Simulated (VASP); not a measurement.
# Mg2BeS3 (P-6m2) in VASP: further runs

The runs below take Mg2BeS3 through single point, with PBE.

Program: VASP 6.6.1. These are calculated values, not measurements. Logs are shortened: lines on timing, memory, paths and dates and some standing lists are left out, and cuts for length are marked.

## 1. The cell of the first run

Symmetry: P-6m2, No. 187, hexagonal system. Conventional cell: a = 4.274 Å, b = 4.274 Å, c = 6.694 Å, α = 90.00°, β = 90.00°, γ = 120.00°. Within 3.9 Å of Mg (site symmetry 3m) lie 9 S at 2.95 to 3.01 Å and 3 Be at 3.01 Å and 2 Mg at 3.25 to 3.45 Å. Be (site symmetry -6m2) has 5 S at 2.47 to 3.35 Å and 6 Mg at 3.01 Å within 3.4 Å. S (site symmetry -6m2) has 3 S at 2.47 Å and 6 Mg at 2.95 Å and 2 Be at 3.35 Å within 3.4 Å. S (site symmetry -6m2) has 3 Be at 2.47 Å and 6 Mg at 3.01 Å and 2 S at 3.35 Å within 3.4 Å. Within 3.4 Å of S (site symmetry -6m2) lie 5 S at 2.47 to 3.35 Å and 6 Mg at 2.95 Å.

The cell was built from a structure type or drawn by symmetry, and may not be a known phase.

## 2. Single point, PBE

The input, INCAR:

```
PREC     = Accurate       # precision mode
ENCUT    = 600            # plane-wave cutoff, eV
EDIFF    = 1E-6           # SCF threshold, eV
ISMEAR   = 0              # smearing method
SIGMA    = 0.15           # smearing width, eV
LREAL    = False          # projectors in reciprocal space
LASPH    = True           # aspherical terms in the spheres
NELM     = 120            # most SCF steps
ALGO     = Normal         # electronic algorithm
ISIF     = 2              # what is computed and relaxed
LWAVE    = False          # write WAVECAR
LCHARG   = True           # write CHGCAR
GGA      = PE             # functional
LELF     = True           # ELF
LVHAR    = True         
NBANDS   = 21             # bands
GGA_COMPAT= False
```

The input, KPOINTS:

```
regular mesh
0
Gamma
  3 3 2
```

The input, POSCAR:

```
Mg2BeS3
1.0
    4.2739343031      0.0000000031      0.0000000000
   -2.1369671542      3.7013356791      0.0000000000
    0.0000000000      0.0000000000      6.6937406831
Mg Be S
2 1 3
Direct
    0.6666666667      0.3333333333      0.2573629214
    0.6666666667      0.3333333333      0.7426370786
    0.0000000000      0.0000000000      0.0000000000
    0.0000000000      0.0000000000      0.5000000000
    0.3333333333      0.6666666667      0.0000000000
    0.3333333333      0.6666666667      0.5000000000
```

Potentials or basis: VASP PAW PBE potentials, release 64 (Mg, Be, S).

Run with:

```bash
$ cat potpaw_PBE.64/Mg/POTCAR potpaw_PBE.64/Be/POTCAR potpaw_PBE.64/S/POTCAR > POTCAR
$ mpirun -np 1 vasp_std > vasp.out
```

OUTCAR:

```text
PREC = Accurate
   ENCUT = 600
   EDIFF = 1E-6
   ISMEAR = 0
   LREAL = False
   LASPH = True
   NELM = 120
   ISIF = 2
   GGA = PE

 ion  position               nearest neighbor table
   1  0.667  0.333  0.257-   4 2.95   6 2.95   6 2.95   4 2.95   4 2.95   6 2.95   3 3.01   5 3.01
                             5 3.01   3 3.01   3 3.01   5 3.01   2 3.25   2 3.45
   2  0.667  0.333  0.743-   4 2.95   6 2.95   6 2.95   4 2.95   4 2.95   6 2.95   3 3.01   5 3.01
                             5 3.01   3 3.01   3 3.01   5 3.01   1 3.25   1 3.45
   3  0.000  0.000  0.000-   5 2.47   5 2.47   5 2.47   1 3.01   2 3.01   2 3.01   1 3.01   2 3.01
                             1 3.01
   4  0.000  0.000  0.500-   6 2.47   6 2.47   6 2.47   1 2.95   2 2.95   2 2.95   1 2.95   2 2.95
                             1 2.95
   5  0.333  0.667  0.000-   3 2.47   3 2.47   3 2.47   1 3.01   2 3.01   1 3.01   2 3.01   1 3.01
                             2 3.01
   6  0.333  0.667  0.500-   4 2.47   4 2.47   4 2.47   1 2.95   2 2.95   1 2.95   2 2.95   1 2.95
                             2 2.95

  LATTYP: Found a hexagonal cell.
 ALAT       =     4.2739343031
 C/A-ratio  =     1.5661777202

  Lattice vectors:

 A1 = (   4.2739343031,   0.0000000031,   0.0000000000)
 A2 = (  -2.1369671542,   3.7013356791,   0.0000000000)
 A3 = (   0.0000000000,   0.0000000000,   6.6937406831)

Analysis of symmetry for initial positions (statically):
=====================================================================
 Subroutine PRICEL returns:
 Original cell was already a primitive cell.

 Routine SETGRP: Setting up the symmetry group for a
 hexagonal supercell.

 Subroutine GETGRP returns: Found 12 space group operations
 (whereof 12 operations were pure point group operations)
 out of a pool of 24 trial point group operations.

The static configuration has the point symmetry D_3h.

Analysis of symmetry for dynamics (positions and initial velocities):
=====================================================================
 Subroutine PRICEL returns:
 Original cell was already a primitive cell.

 Routine SETGRP: Setting up the symmetry group for a
 hexagonal supercell.

 Subroutine GETGRP returns: Found 12 space group operations
 (whereof 12 operations were pure point group operations)
 out of a pool of 24 trial point group operations.

The dynamic configuration has the point symmetry D_3h.

 Subroutine INISYM returns: Found 12 space group operations
 (whereof 12 operations are pure point group operations),
 and found     1 'primitive' translations

----------------------------------------------------------------------------------------

                                     Primitive cell

  volume of cell :     105.8901

  direct lattice vectors                    reciprocal lattice vectors
     4.273934303  0.000000003  0.000000000     0.233976456  0.135086370  0.000000000
    -2.136967154  3.701335679  0.000000000    -0.000000000  0.270172739  0.000000000
     0.000000000  0.000000000  6.693740683     0.000000000  0.000000000  0.149393299

  length of vectors
     4.273934303  4.273934303  6.693740683     0.270172739  0.270172739  0.149393299

  position of ions in fractional coordinates (direct lattice)
     0.666666667  0.333333333  0.257362921
     0.666666667  0.333333333  0.742637079
     0.000000000  0.000000000  0.000000000
     0.000000000  0.000000000  0.500000000
     0.333333333  0.666666667  0.000000000
     0.333333333  0.666666667  0.500000000

  ion indices of the primitive-cell ions
   primitive index   ion index
                 1           1
                 2           2
                 3           3
                 4           4
                 5           5
                 6           6

----------------------------------------------------------------------------------------

 KPOINTS: regular mesh

Automatic generation of k-mesh.
 Grid dimensions read from file:
 generate k-points for:    3    3    2

 Generating k-lattice:

  Cartesian coordinates                     Fractional coordinates (reciprocal lattice)
     0.077992152  0.045028790  0.000000000     0.333333333  0.000000000  0.000000000
    -0.000000000  0.090057580  0.000000000     0.000000000  0.333333333  0.000000000
     0.000000000  0.000000000  0.074696649     0.000000000  0.000000000  0.500000000

  Length of vectors
     0.090057580  0.090057580  0.074696649

  Shift w.r.t. Gamma in fractional coordinates (k-lattice)
     0.000000000  0.000000000  0.000000000

 Subroutine IBZKPT returns following result:
 ===========================================

 Found      6 irreducible k-points:

 Following reciprocal coordinates:
            Coordinates               Weight
  0.000000  0.000000  0.000000      1.000000
  0.333333 -0.000000  0.000000      6.000000
  0.333333  0.333333  0.000000      2.000000
  0.000000  0.000000  0.500000      1.000000
  0.333333 -0.000000  0.500000      6.000000
  0.333333  0.333333  0.500000      2.000000
   k-points           NKPTS =      6   k-points in BZ     NKDIM =      6   number of bands    NBANDS=     21
   number of dos      NEDOS =    301   number of ions     NIONS =      6
   total plane-waves  NPLWV =  69984
   dimension x,y,z NGX =    36 NGY =   36 NGZ =   54
   dimension x,y,z NGXF=    72 NGYF=   72 NGZF=  108
   ions per type =               2   1   3
   NGX,Y,Z   is equivalent  to a cutoff of  14.00, 14.00, 13.41 a.u.
   NGXF,Y,Z  is equivalent  to a cutoff of  28.01, 28.01, 26.82 a.u.
 SYSTEM =  unknown system
   PREC   = accura    normal or accurate (medium, high low for compatibility)
   ISTART =      0    job   : 0-new  1-cont  2-samecut
   ICHARG =      2    charge: 1-file 2-atom 10-const
   ISPIN  =      1    spin polarized calculation?
   LNONCOLLINEAR =      F non collinear calculations
   LSORBIT =      F    spin-orbit coupling
   LASPH  =      T    aspherical Exc in radial PAW
   ENCUT  =  600.0 eV  44.10 Ry    6.64 a.u.   8.54  8.54 13.37*2*pi/ulx,y,z
   NELM   =    120;   NELMIN=  2; NELMDL= -5     # of ELM steps
   EDIFF  = 0.1E-05   stopping-criterion for ELM
   LREAL  =      F    real-space projection
   EDIFFG = 0.1E-04   stopping-criterion for IOM
   NSW    =      0    number of steps for IOM
   IBRION =     -1    ionic relax: 0-MD 1-quasi-New 2-CG
   NFREE  =      0    steps in history (QN), initial steepest desc. (CG)
   ISIF   =      2    stress and relaxation
   ISYM   =      2    0-nonsym 1-usesym 2-fastsym
   POTIM  = 0.5000    time-step for ionic-motion
   TEBEG  =    0.0;   TEEND  =   0.0 temperature during run
   PSTRESS=    0.0 pullay stress
   NELECT =      24.0000    total number of electrons
   NUPDOWN=      -1.0000    fix difference up-down
   EMIN   =  10.00;   EMAX   =-10.00  energy-range for DOS
   EFERMI =   0.00;   METHOD = LEGACY
   ISMEAR =     0;   SIGMA  =   0.15  broadening in eV -4-tet -1-fermi 0-gaus
   EFERMI_NEDOS =   21; number of points for ismear=-14 and -15
   IALGO  =     38    algorithm
   IMIX   =      4    mixing-type and parameters
     AMIX     =   0.40;   BMIX     =  1.00
     AMIX_MAG =   1.60;   BMIX_MAG =  1.00
  volume/ion in A,a.u.               =      17.65       119.10
  Fermi-wavevector in a.u.,A,eV,Ry     =   0.998145  1.886220 13.555387  0.996293
  Thomas-Fermi vector in A             =   2.130348
   LORBIT       =      0    0 simple, 1 ext, 2 COOP (PROOUT), +10 PAW based schemes
   GGA     = PE    functional components
   LHFCALC =     F    Hartree Fock is set to
   AEXX    =    0.0000 exact exchange contribution
   IVDW    =     0    specifies the selected vdW correction
   LEPSILON=     F    determine dielectric tensor
   LRPA    =     F    only Hartree local field effects (RPA)
 non-spin polarized calculation
 Gauss-broadening in eV      SIGMA  =   0.15
  energy-cutoff  :      600.00
  volume of cell :      105.89
 maximum number of plane-waves:      3546
 NGX is ok and might be reduce to    36
   NGX = 17   NGY = 17   NGZ = 27

 number of electron      24.0000004 magnetization

 Free energy of the ion-electron system (eV)
  ---------------------------------------------------
  ext. energy  EPLUGINS =         0.00000000
  ---------------------------------------------------
  free energy    TOTEN  =       -18.77335548 eV

  energy without entropy =      -18.76354509  energy(sigma->0) =      -18.76845028

 E-fermi :   5.3762     XC(G=0):  -9.6379

 val. band max:        5.2470452004   @ k =   0.3333   0.3333   0.0000
 cond. band min:       5.4999730823   @ k =   0.3333   0.3333   0.5000
 fundamental gap:      0.2529278820
 Fermi energy:         5.3761924280

 k-point     1 :       0.0000    0.0000    0.0000
  band No.  band energies     occupation
      1     -10.3902      2.00000
      2      -8.3793      2.00000
      3      -4.4816      2.00000
      4      -1.4258      2.00000
      5      -0.0884      2.00000
      6      -0.0884      2.00000
[... 13 lines left out ...]
     20      10.4388      0.00000
     21      10.5601      0.00000

 k-point     2 :       0.3333   -0.0000    0.0000
  band No.  band energies     occupation
      1      -9.5798      2.00000
      2      -8.1232      2.00000
      3      -6.5832      2.00000
      4      -0.8999      2.00000
      5      -0.7243      2.00000
      6      -0.5184      2.00000
[... 13 lines left out ...]
     20      10.6403      0.00000
     21      12.5249      0.00000

 k-point     3 :       0.3333    0.3333    0.0000
  band No.  band energies     occupation
      1      -8.3859      2.00000
      2      -8.3707      2.00000
      3      -7.7207      2.00000
      4      -2.3574      2.00000
      5      -0.5346      2.00000
      6      -0.3468      2.00000
[... 13 lines left out ...]
     20      11.9550      0.00000
     21      11.9592      0.00000

 k-point     4 :       0.0000    0.0000    0.5000
  band No.  band energies     occupation
      1     -10.3485      2.00000
      2      -8.4855      2.00000
      3      -4.4911      2.00000
      4      -0.3903      2.00000
      5      -0.0555      2.00000
      6      -0.0555      2.00000
[... 13 lines left out ...]
     20      11.9099      0.00000
     21      11.9871      0.00000

 k-point     5 :       0.3333   -0.0000    0.5000
  band No.  band energies     occupation
      1      -9.5333      2.00000
      2      -8.1988      2.00000
      3      -6.6104      2.00000
      4      -0.9653      2.00000
      5      -0.8593      2.00000
      6       0.3987      2.00000
[... 13 lines left out ...]
     20      10.5729      0.00000
     21      10.7916      0.00000

 k-point     6 :       0.3333    0.3333    0.5000
  band No.  band energies     occupation
      1      -8.3676      2.00000
      2      -8.1208      2.00000
      3      -8.0377      2.00000
      4      -2.2537      2.00000
      5      -0.8571      2.00000
      6      -0.6067      2.00000
[... 13 lines left out ...]
     20      12.3306      0.00000
     21      12.4385      0.00000

------------------------ aborting loop because EDIFF is reached ----------------------------------------

  FORCE on cell =-STRESS in cart. coord.  units (eV):
  Direction    XX          YY          ZZ          XY          YZ          ZX
  --------------------------------------------------------------------------------------
  -------------------------------------------------------------------------------------
  Total        0.0667229      0.0667229      0.1831516      0.0000000      0.0000000      0.0000000
  in kB        1.0095561      1.0095561      2.7711882      0.0000000      0.0000000      0.0000000
  external PRESSURE =       1.5967668 kB  Pullay stress =       0.0000000 kB

 VOLUME and BASIS-vectors are now :
 -----------------------------------------------------------------------------
  energy-cutoff  :      600.00
  volume of cell :      105.89
      direct lattice vectors                 reciprocal lattice vectors
     4.273934303  0.000000003  0.000000000     0.233976456  0.135086370  0.000000000
    -2.136967154  3.701335679  0.000000000    -0.000000000  0.270172739  0.000000000
     0.000000000  0.000000000  6.693740683     0.000000000  0.000000000  0.149393299

 POSITION                                       TOTAL-FORCE (eV/Angst)
 -----------------------------------------------------------------------------------
      2.13697      1.23378      1.72272         0.000000      0.000000     -0.004667
      2.13697      1.23378      4.97102         0.000000     -0.000000      0.004667
      0.00000      0.00000      0.00000         0.000000     -0.000000      0.000000
      0.00000      0.00000      3.34687         0.000000     -0.000000      0.000000
     -0.00000      2.46756      0.00000         0.000000     -0.000000      0.000000
     -0.00000      2.46756      3.34687        -0.000000     -0.000000      0.000000
 -----------------------------------------------------------------------------------
    total drift:                                0.000000     -0.000000     -0.000000

  FREE ENERGIE OF THE ION-ELECTRON SYSTEM (eV)
  ---------------------------------------------------
  free  energy   TOTEN  =       -18.7733554787 eV

  energy  without entropy=      -18.7635450892  energy(sigma->0) =      -18.76845028
```

Wall time 19 s (1 thread of Intel Xeon Platinum 8488C (Sapphire Rapids), shared host); peak memory 0.24 GiB.

Results:

```yaml
Free_energy: -18.7734 eV
Pressure: 0.2 GPa
Largest_force: 0.005 eV/Å
Band_gap_on_the_k_mesh: zero (bands 12 and 13 overlap by 0.70 eV)
```

Forces on the atoms (eV/Å):
```
Mg   0.000  0.000 -0.005
Mg   0.000  0.000  0.005
Be   0.000  0.000  0.000
S    0.000  0.000  0.000
S    0.000  0.000  0.000
S    0.000  0.000  0.000
```

Caveat: the k points lie up to 0.57 Å⁻¹ apart, too coarse for converged energies and pressures of a metal; semilocal functionals underestimate gaps, so a narrow gap can read as zero.

## 3. Single point, PBE

This run uses another cell than the first one, of 21.12 Å³/atom.

The input, INCAR:

```
SYSTEM = Mg2BeS3
  ALGO = Normal
  EDIFF = 1E-6
  ENCUT = 600
  GGA = PE
  GGA_COMPAT = .False.
  ISIF = 2
  ISMEAR = 0
  LASPH = .True.
  LCHARG = .False.
  LREAL = .False.
  LWAVE = .False.
  NBANDS = 21
  NELM = 120
  PREC = Accurate
  SIGMA = 0.15
```

The input, KPOINTS:

```
k-points
0
Gamma
  3 3 2
  0 0 0
```

The input, POSCAR:

```
Mg2BeS3
1.0
    4.5534079746      0.0000000000      0.0000000000
   -2.2767039873      3.9433669798      0.0000000000
    0.0000000000      0.0000000000      7.0584844232
Mg Be S
2 1 3
Direct
    0.0000000000      0.0000000000      0.5000000000
    0.6666666667      0.3333333333      0.0000000000
    0.6666666667      0.3333333333      0.5000000000
    0.3333333333      0.6666666667      0.0000000000
    0.3333333333      0.6666666667      0.5000000000
    0.0000000000      0.0000000000      0.0000000000
```

Potentials or basis: VASP PAW PBE potentials, release 64 (Mg, Be, S).

Run with:

```bash
$ cat potpaw_PBE.64/Mg/POTCAR potpaw_PBE.64/Be/POTCAR potpaw_PBE.64/S/POTCAR > POTCAR
$ mpirun -np 1 vasp_std > vasp.out
```

It took 14 s on 1 thread of Intel Xeon Platinum 8488C (Sapphire Rapids), shared host; peak memory 0.24 GiB.

Results (log left out):

| Property | Result |
| --- | --- |
| Free energy | -18.2128 eV |
| Pressure | -0.3 GPa |
| Band gap on the k mesh | zero (bands 12 and 13 overlap by 0.49 eV) |

Stress tensor (GPa, compression positive):
```
-0.19  0.00  0.00
 0.00 -0.19  0.00
 0.00  0.00 -0.40
```

Levels at points of the mesh, in eV from the Fermi level:
```tsv
k point	band 10	band 11	band 12	band 13	band 14	band 15
(0.00, 0.00, 0.00)	-2.15	-1.70	-1.70	-0.08	0.52	0.52
(0.00, 0.00, 0.50)	-2.15	-1.70	-1.70	-0.12	0.45	0.45
```

Caveat: the k points lie up to 0.53 Å⁻¹ apart; semilocal functionals underestimate gaps, so a narrow gap can read as zero.

[end of part 1 of 2]
